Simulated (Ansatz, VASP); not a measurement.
**GaP in VASP and in Ansatz**

INCAR

```
PREC = Accurate
ENCUT = 520
EDIFF = 1E-6
ISMEAR = 0
SIGMA = 0.05
LREAL = False
LASPH = True
NELM = 100
ALGO = Normal
ISIF = 2
LWAVE = False
LCHARG = False
NBANDS = 26
```

Contents of KPOINTS:

```
Automatic mesh
0
Gamma
  12 12 12
```

POSCAR

```
GaP
1.0
    1.7875739614      1.0320563078      6.9452749083
   -1.7875739614      1.0320563078      6.9452749083
    0.0000000000     -2.0641126157      6.9452749083
Ga P
2 2
Direct
    0.4353720000      0.4353720000      0.4353720000
    0.5646280000      0.5646280000      0.5646280000
    0.0573890000      0.0573890000      0.0573890000
    0.9426110000      0.9426110000      0.9426110000
```

Input for Ansatz:

```yaml
crystal:
  lattice:
    - [1.7875739614, 1.0320563078, 6.9452749083]
    - [-1.7875739614, 1.0320563078, 6.9452749083]
    - [0.0, -2.0641126157, 6.9452749083]
  atoms:
    - { symbol: Ga, position: [0.435372, 0.435372, 0.435372] }
    - { symbol: Ga, position: [0.564628, 0.564628, 0.564628] }
    - { symbol: P, position: [0.057389, 0.057389, 0.057389] }
    - { symbol: P, position: [0.942611, 0.942611, 0.942611] }
basis:
  ecutwfc: 420
kpoints:
  mp_grid: { grid: [12, 12, 12] }
hamiltonian:
  xc: lda
scf:
  occupations: { method: gaussian, width: 0.05 }
output:
  forces: true
  stress: true
  eigenvalues: true
```

Change from the starting cell: strain -0.080 along x and y, +0.080 along z, atoms carried along.

Alike in both runs: task single point; functional LDA; k mesh 12 × 12 × 12; occupations gaussian, width 0.05 eV; no spin polarisation.

```csv
,VASP,Ansatz
version,VASP 6.6.1,Ansatz 0.2.0
potentials or method,"VASP PAW LDA potentials, release 64 (Ga_d, P), cutoff 520 eV","scalar-relativistic, plane waves, PAW"
valence electrons in the cell,36,36
```

Ansatz gave:

| Quantity | Value |
| --- | --- |
| gap on the k mesh at the Fermi level (eV) | none |
| pressure (GPa) | 4.1 |
| traceless stress, the component that is largest in VASP (GPa) | -18.36 |
| rms of the force components (eV/Å) | 0.570 |

Question: What did VASP give for the same quantities?

Answer: gap on the k mesh at the Fermi level (eV): none; pressure (GPa): 4.3; traceless stress, the component that is largest in VASP (GPa): -18.45; rms of the force components (eV/Å): 0.580.

LDA's correlation is that of Perdew and Zunger in VASP and of Perdew and Wang (1992) in Ansatz. Atom by atom the forces differ by 0.011 eV/Å (rms over components). A gap of «none» marks a metal or a gap that the smearing closes.
